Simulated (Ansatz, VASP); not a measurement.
# Co in VASP and in Ansatz

```
Co
1.0
     0.00000    1.74189    1.74189
     1.74189    0.00000    1.74189
     1.74189    1.74189    0.00000
Co
1
Direct
  0.00000 0.00000 0.00000
```

Change from the starting cell: volume scaled by 0.975, PAW files.

Alike in both runs: task electric field gradients; functional PBE; k mesh 18 × 18 × 18; occupations fermi-dirac, width 0.05 eV; collinear spin.

|  | VASP | Ansatz |
| --- | --- | --- |
| version | VASP 6.6.1 | Ansatz 0.2.0 |
| potentials or method | VASP PAW PBE potentials, release 64 (Co) | PAW with Ansatz's default frozen-core files, scalar-relativistic |
| plane-wave cutoff (eV) | 520 | 420 |
| valence electrons in the cell | 9 | 17 |

```tsv
	VASP	Ansatz	Ansatz less VASP
pressure (GPa)	6.2	7.1	+0.85
net moment per atom (μB)	1.62	1.62	+0.004
size of the moment on the site where the two differ most (μB)	1.63	1.69	+0.057
```

Site moments also hang on the region over which each program counts them. VASP's potentials hold 9 valence electrons a cell and Ansatz's 17, so a difference there can come from the potentials and not from the codes.
